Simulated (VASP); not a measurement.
# Pt (P6/mmm) in VASP: a series of runs

The runs below take Pt through single point, with revPBE.

All numbers are computed with VASP 6.6.1; they aren't measurements. Logs are shortened: lines on timing, memory, paths and dates and some standing lists are left out, and cuts for length are marked.

### 1 The cell of the first run

Symmetry: P6/mmm, No. 191, hexagonal system. Conventional cell: a = 4.491 Å, b = 4.491 Å, c = 2.678 Å, α = 90.00°, β = 90.00°, γ = 120.00°. Within 3.5 Å of Pt (site symmetry 6/mmm) lie 14 Pt at 2.68 to 2.92 Å. Pt (site symmetry -6m2) has 11 Pt at 2.59 to 2.92 Å within 3.4 Å.

This isn't the form of Pt at room conditions, which is fcc.

### 2 Single point, revPBE (15.59 Å³/atom)

Input file INCAR:

```
PREC = Accurate
ENCUT = 520
EDIFF = 1E-6
ISMEAR = -1
SIGMA = 0.1
LREAL = False
LASPH = True
NELM = 80
ALGO = Normal
ISIF = 2
LWAVE = False
LCHARG = False
GGA = RE
NBANDS = 22
```

Input file KPOINTS:

```
regular mesh
0
Gamma
  9 9 13
```

Input file POSCAR:

```
Pt
1.0
    4.4913963968      0.0000000000      0.0000000000
   -2.2456981984      3.8896633781      0.0000000000
    0.0000000000      0.0000000000      2.6779537805
Pt
3
Direct
    1.0000000000      1.0000000000      0.0000000000
    0.3333333333      0.6666666667      0.5000000000
    0.6666666667      0.3333333333      0.5000000000
```

Potentials or basis: VASP PAW PBE potentials, release 64 (Pt).

The run is started by

```sh
> cat potpaw_PBE.64/Pt/POTCAR > POTCAR
> mpirun -np 1 vasp_std > vasp.out
```

OUTCAR:

```text
PREC = Accurate
   ENCUT = 520
   EDIFF = 1E-6
   ISMEAR = -1
   LREAL = False
   LASPH = True
   NELM = 80
   ISIF = 2
   GGA = RE

 ion  position               nearest neighbor table
   1  0.000  0.000  0.000-   2 2.92   3 2.92   2 2.92   3 2.92   3 2.92   3 2.92   2 2.92   2 2.92
                             3 2.92   3 2.92   2 2.92   2 2.92
   2  0.333  0.667  0.500-   3 2.59   3 2.59   3 2.59   1 2.92   1 2.92   1 2.92   1 2.92   1 2.92
                             1 2.92
   3  0.667  0.333  0.500-   2 2.59   2 2.59   2 2.59   1 2.92   1 2.92   1 2.92   1 2.92   1 2.92
                             1 2.92

  LATTYP: Found a hexagonal cell.
 ALAT       =     4.4913963968
 C/A-ratio  =     0.5962407999

  Lattice vectors:

 A1 = (   4.4913963968,   0.0000000000,   0.0000000000)
 A2 = (  -2.2456981984,   3.8896633781,   0.0000000000)
 A3 = (   0.0000000000,   0.0000000000,   2.6779537805)

Analysis of symmetry for initial positions (statically):
=====================================================================
 Subroutine PRICEL returns:
 Original cell was already a primitive cell.

 Routine SETGRP: Setting up the symmetry group for a
 hexagonal supercell.

 Subroutine GETGRP returns: Found 24 space group operations
 (whereof 24 operations were pure point group operations)
 out of a pool of 24 trial point group operations.

The static configuration has the point symmetry D_6h.

Analysis of symmetry for dynamics (positions and initial velocities):
=====================================================================
 Subroutine PRICEL returns:
 Original cell was already a primitive cell.

 Routine SETGRP: Setting up the symmetry group for a
 hexagonal supercell.

 Subroutine GETGRP returns: Found 24 space group operations
 (whereof 24 operations were pure point group operations)
 out of a pool of 24 trial point group operations.

The dynamic configuration has the point symmetry D_6h.

 Subroutine INISYM returns: Found 24 space group operations
 (whereof 24 operations are pure point group operations),
 and found     1 'primitive' translations

----------------------------------------------------------------------------------------

                                     Primitive cell

  volume of cell :      46.7839

  direct lattice vectors                    reciprocal lattice vectors
     4.491396397  0.000000000  0.000000000     0.222647905  0.128545828  0.000000000
    -2.245698198  3.889663378  0.000000000     0.000000000  0.257091656  0.000000000
     0.000000000  0.000000000  2.677953781     0.000000000  0.000000000  0.373419440

  length of vectors
     4.491396397  4.491396397  2.677953781     0.257091656  0.257091656  0.373419440

  position of ions in fractional coordinates (direct lattice)
     0.000000000  0.000000000  0.000000000
     0.333333333  0.666666667  0.500000000
     0.666666667  0.333333333  0.500000000

  ion indices of the primitive-cell ions
   primitive index   ion index
                 1           1
                 2           2
                 3           3

----------------------------------------------------------------------------------------

 KPOINTS: regular mesh

Automatic generation of k-mesh.
 Grid dimensions read from file:
 generate k-points for:    9    9   13

 Generating k-lattice:

  Cartesian coordinates                     Fractional coordinates (reciprocal lattice)
     0.024738656  0.014282870  0.000000000     0.111111111  0.000000000  0.000000000
     0.000000000  0.028565740  0.000000000     0.000000000  0.111111111  0.000000000
     0.000000000  0.000000000  0.028724572     0.000000000  0.000000000  0.076923077

  Length of vectors
     0.028565740  0.028565740  0.028724572

  Shift w.r.t. Gamma in fractional coordinates (k-lattice)
     0.000000000  0.000000000  0.000000000

 Subroutine IBZKPT returns following result:
 ===========================================

 Found     84 irreducible k-points:

 Following reciprocal coordinates:
            Coordinates               Weight
  0.000000  0.000000  0.000000      1.000000
  0.111111  0.000000  0.000000      6.000000
  0.222222  0.000000  0.000000      6.000000
  0.333333  0.000000  0.000000      6.000000
  0.444444  0.000000  0.000000      6.000000
  0.111111  0.111111  0.000000      6.000000
[... 16 lines left out ...]
  0.333333  0.222222  0.076923     24.000000
  0.333333  0.333333  0.076923      4.000000
 [... further k-points ...]
   k-points           NKPTS =     84   k-points in BZ     NKDIM =     84   number of bands    NBANDS=     22
   number of dos      NEDOS =    301   number of ions     NIONS =      3
   total plane-waves  NPLWV =  25920
   dimension x,y,z NGX =    36 NGY =   36 NGZ =   20
   dimension x,y,z NGXF=    72 NGYF=   72 NGZF=   40
   ions per type =               3
   NGX,Y,Z   is equivalent  to a cutoff of  13.33, 13.33, 12.42 a.u.
   NGXF,Y,Z  is equivalent  to a cutoff of  26.65, 26.65, 24.83 a.u.
 SYSTEM =  unknown system
   PREC   = accura    normal or accurate (medium, high low for compatibility)
   ISTART =      0    job   : 0-new  1-cont  2-samecut
   ICHARG =      2    charge: 1-file 2-atom 10-const
   ISPIN  =      1    spin polarized calculation?
   LNONCOLLINEAR =      F non collinear calculations
   LSORBIT =      F    spin-orbit coupling
   LASPH  =      T    aspherical Exc in radial PAW
   ENCUT  =  520.0 eV  38.22 Ry    6.18 a.u.   8.35  8.35  4.98*2*pi/ulx,y,z
   NELM   =     80;   NELMIN=  2; NELMDL= -5     # of ELM steps
   EDIFF  = 0.1E-05   stopping-criterion for ELM
   LREAL  =      F    real-space projection
   EDIFFG = 0.1E-04   stopping-criterion for IOM
   NSW    =      0    number of steps for IOM
   IBRION =     -1    ionic relax: 0-MD 1-quasi-New 2-CG
   NFREE  =      0    steps in history (QN), initial steepest desc. (CG)
   ISIF   =      2    stress and relaxation
   ISYM   =      2    0-nonsym 1-usesym 2-fastsym
   POTIM  = 0.5000    time-step for ionic-motion
   TEBEG  =    0.0;   TEEND  =   0.0 temperature during run
   PSTRESS=    0.0 pullay stress
   NELECT =      30.0000    total number of electrons
   NUPDOWN=      -1.0000    fix difference up-down
   EMIN   =  10.00;   EMAX   =-10.00  energy-range for DOS
   EFERMI =   0.00;   METHOD = LEGACY
   ISMEAR =    -1;   SIGMA  =   0.10  broadening in eV -4-tet -1-fermi 0-gaus
   EFERMI_NEDOS =   21; number of points for ismear=-14 and -15
   IALGO  =     38    algorithm
   IMIX   =      4    mixing-type and parameters
     AMIX     =   0.40;   BMIX     =  1.00
     AMIX_MAG =   1.60;   BMIX_MAG =  1.00
  volume/ion in A,a.u.               =      15.59       105.24
  Fermi-wavevector in a.u.,A,eV,Ry     =   1.411724  2.667771 27.115925  1.992964
  Thomas-Fermi vector in A             =   2.533546
   LORBIT       =      0    0 simple, 1 ext, 2 COOP (PROOUT), +10 PAW based schemes
   GGA     = RE    functional components
   LHFCALC =     F    Hartree Fock is set to
   AEXX    =    0.0000 exact exchange contribution
   IVDW    =     0    specifies the selected vdW correction
   LEPSILON=     F    determine dielectric tensor
   LRPA    =     F    only Hartree local field effects (RPA)
 non-spin polarized calculation
  energy-cutoff  :      520.00
  volume of cell :       46.78
 maximum number of plane-waves:      1282
 NGX is ok and might be reduce to    36
   NGX = 17   NGY = 17   NGZ =  9

 number of electron      30.0000002 magnetization

 Free energy of the ion-electron system (eV)
  ---------------------------------------------------
  ext. energy  EPLUGINS =         0.00000000
  ---------------------------------------------------
  free energy    TOTEN  =       -16.34702967 eV

  energy without entropy =      -16.17723731  energy(sigma->0) =      -16.26213349

 E-fermi :  10.6358     XC(G=0): -13.2327

 val. band max:       10.6329690975   @ k =   0.1111   0.0000   0.1538
 cond. band min:      10.6379567631   @ k =   0.2222   0.0000   0.3846
 fundamental gap:      0.0049876656
 Fermi energy:        10.6357722671

 k-point     1 :       0.0000    0.0000    0.0000
  band No.  band energies     occupation
      1       0.8789      2.00000
      2       4.1943      2.00000
      3       5.7877      2.00000
      4       6.4764      2.00000
      5       6.4764      2.00000
      6       6.5137      2.00000
[... 14 lines left out ...]
     21      18.0419      0.00000
     22      18.0419      0.00000

 k-point     2 :       0.1111    0.0000    0.0000
  band No.  band energies     occupation
      1       1.0465      2.00000
      2       4.2353      2.00000
      3       5.5384      2.00000
      4       5.8815      2.00000
      5       6.0672      2.00000
      6       6.4695      2.00000
[... 14 lines left out ...]
     21      19.8102      0.00000
     22      20.0145      0.00000

 k-point     3 :       0.2222    0.0000    0.0000
  band No.  band energies     occupation
      1       1.5306      2.00000
      2       4.2821      2.00000
      3       4.9444      2.00000
      4       5.4918      2.00000
      5       5.8288      2.00000
      6       6.3393      2.00000
[... 14 lines left out ...]
     21      21.5894      0.00000
     22      21.9437      0.00000

 k-point     4 :       0.3333    0.0000    0.0000
  band No.  band energies     occupation
      1       2.2703      2.00000
      2       4.0311      2.00000
      3       4.6318      2.00000
      4       5.2291      2.00000
      5       5.7503      2.00000
      6       6.0841      2.00000
[... 14 lines left out ...]
     21      23.2404      0.00000
     22      23.4527      0.00000

 k-point     5 :       0.4444    0.0000    0.0000
  band No.  band energies     occupation
      1       3.1353      2.00000
      2       3.7523      2.00000
      3       4.0870      2.00000
      4       5.3888      2.00000
      5       5.7369      2.00000
      6       5.7624      2.00000
[... 14 lines left out ...]
     21      24.3107      0.00000
     22      24.3863      0.00000

 k-point     6 :       0.1111    0.1111    0.0000
  band No.  band energies     occupation
      1       1.3718      2.00000
      2       4.2860      2.00000
      3       5.1831      2.00000
      4       5.3612      2.00000
      5       5.9518      2.00000
      6       6.4791      2.00000
[... 14 lines left out ...]
     21      21.2775      0.00000
     22      21.3693      0.00000

 k-point     7 :       0.2222    0.1111    0.0000
  band No.  band energies     occupation
      1       1.9789      2.00000
      2       4.1836      2.00000
      3       4.7049      2.00000
      4       5.1261      2.00000
      5       5.8198      2.00000
      6       6.3509      2.00000
[... 324 lines left out ...]
      6       6.1573      2.00000
[... 14 lines left out ...]
     21      24.4123      0.00000
     22      24.5243      0.00000

 k-point    21 :       0.4444    0.1111    0.0769
  band No.  band energies     occupation
      1       3.5528      2.00000
      2       3.8381      2.00000
      3       4.0045      2.00000
      4       5.6391      2.00000
      5       5.6754      2.00000
      6       5.9222      2.00000
[... 14 lines left out ...]
     21      23.8124      0.00000
     22      24.9872      0.00000

 k-point    22 :       0.2222    0.2222    0.0769
  band No.  band energies     occupation
      1       2.7743      2.00000
      2       4.0641      2.00000
      3       4.4500      2.00000
      4       5.2809      2.00000
      5       5.8722      2.00000
      6       6.3818      2.00000
[... 14 lines left out ...]
     21      24.3613      0.00000
     22      24.5472      0.00000

 k-point    23 :       0.3333    0.2222    0.0769
  band No.  band energies     occupation
      1       3.3722      2.00000
      2       3.8558      2.00000
      3       4.1347      2.00000
      4       5.5627      2.00000
      5       5.7725      2.00000
      6       6.1865      2.00000
[... 14 lines left out ...]
     21      23.7777      0.00000
     22      25.3798      0.00000

 k-point    24 :       0.3333    0.3333    0.0769
  band No.  band energies     occupation
      1       3.4620      2.00000
      2       3.9680      2.00000
      3       3.9680      2.00000
      4       5.7159      2.00000
      5       5.7159      2.00000
      6       6.1657      2.00000
[... 14 lines left out ...]
     21      21.7149      0.00000
     22      25.9496      0.00000

 [... further k-points ...]
[... 5 lines left out ...]
  --------------------------------------------------------------------------------------
  -------------------------------------------------------------------------------------
  Total        2.6900790      2.6900790      2.9593000      0.0000000      0.0000000      0.0000000
  in kB       92.1253476     92.1253476    101.3451790      0.0000000      0.0000000      0.0000000
  external PRESSURE =      95.1986247 kB  Pullay stress =       0.0000000 kB

 VOLUME and BASIS-vectors are now :
 -----------------------------------------------------------------------------
  energy-cutoff  :      520.00
  volume of cell :       46.78
      direct lattice vectors                 reciprocal lattice vectors
     4.491396397  0.000000000  0.000000000     0.222647905  0.128545828  0.000000000
    -2.245698198  3.889663378  0.000000000     0.000000000  0.257091656  0.000000000
     0.000000000  0.000000000  2.677953781     0.000000000  0.000000000  0.373419440

 POSITION                                       TOTAL-FORCE (eV/Angst)
 -----------------------------------------------------------------------------------
      0.00000      0.00000      0.00000        -0.000000      0.000000     -0.000000
     -0.00000      2.59311      1.33898        -0.000000      0.000000      0.000000
      2.24570      1.29655      1.33898         0.000000     -0.000000     -0.000000
 -----------------------------------------------------------------------------------
    total drift:                                0.000000      0.000000     -0.000000

  FREE ENERGIE OF THE ION-ELECTRON SYSTEM (eV)
  ---------------------------------------------------
  free  energy   TOTEN  =       -16.3470296730 eV

  energy  without entropy=      -16.1772373082  energy(sigma->0) =      -16.26213349
```

Run time: 63 s. Hardware: 1 thread of Intel Xeon Platinum 8259CL at 2.50GHz (Skylake/Cascade Lake), shared host; peak memory 0.21 GiB.

What came out:

```yaml
Free_energy: -16.3470 eV
Pressure: 9.5 GPa
Band_gap_on_the_k_mesh: zero (bands 15 and 16 overlap by 1.32 eV)
```

Stress tensor (GPa, compression positive):
```
 9.21  0.00  0.00
 0.00  9.21  0.00
 0.00  0.00 10.13
```

Levels at points of the mesh, in eV from the Fermi level:
| k point | band 13 | band 14 | band 15 | band 16 | band 17 | band 18 |
| --- | --- | --- | --- | --- | --- | --- |
| (0.00, 0.00, 0.00) | -1.86 | -1.86 | 0.33 | 0.33 | 5.07 | 6.03 |

Caveat: the cell stands under pressure; the PAW data sets were made with another functional, which shifts forces and pressure a little; spin-orbit coupling is left out, which moves the levels of the heavy elements.

[end of part 1 of 2]
